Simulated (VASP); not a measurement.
Input of a VASP 6.6.1 run:

INCAR

```
ALGO     = Fast           # electronic algorithm
EDIFF    = 1E-6           # SCF threshold, eV
ENCUT    = 520            # plane-wave cutoff, eV
GGA      = PE             # functional
ISIF     = 2              # what is computed and relaxed
ISMEAR   = 0              # smearing method
LASPH    = T              # aspherical terms in the spheres
LCHARG   = F              # write CHGCAR
LREAL    = F              # projectors in reciprocal space
LWAVE    = F              # write WAVECAR
NBANDS   = 10             # bands
NELM     = 100            # most SCF steps
PREC     = Accurate       # precision mode
SIGMA    = 0.15           # smearing width, eV
```

The input KPOINTS:

```
k-points
0
Gamma
  10 10 10
```

File POSCAR:

```
Re
1.0
    0.0000000000      1.8189353813      2.1226975900
    1.8189353813      0.0000000000      2.1226975900
    1.8189353813      1.8189353813      0.0000000000
Re
1
Direct
    0.0000000000      0.0000000000      0.0000000000
```

Potentials or basis: VASP PAW PBE potentials, release 64 (Re).

The run is started by

```sh
$ cat potpaw_PBE.64/Re/POTCAR > POTCAR
$ mpirun -np 1 vasp_std > vasp.out
```

Q: Estimate the pressure.

A: 31.7 GPa.

Stress tensor (GPa, compression positive):
```
48.36  0.00  0.00
 0.00 48.36  0.00
 0.00  0.00 -1.72
```
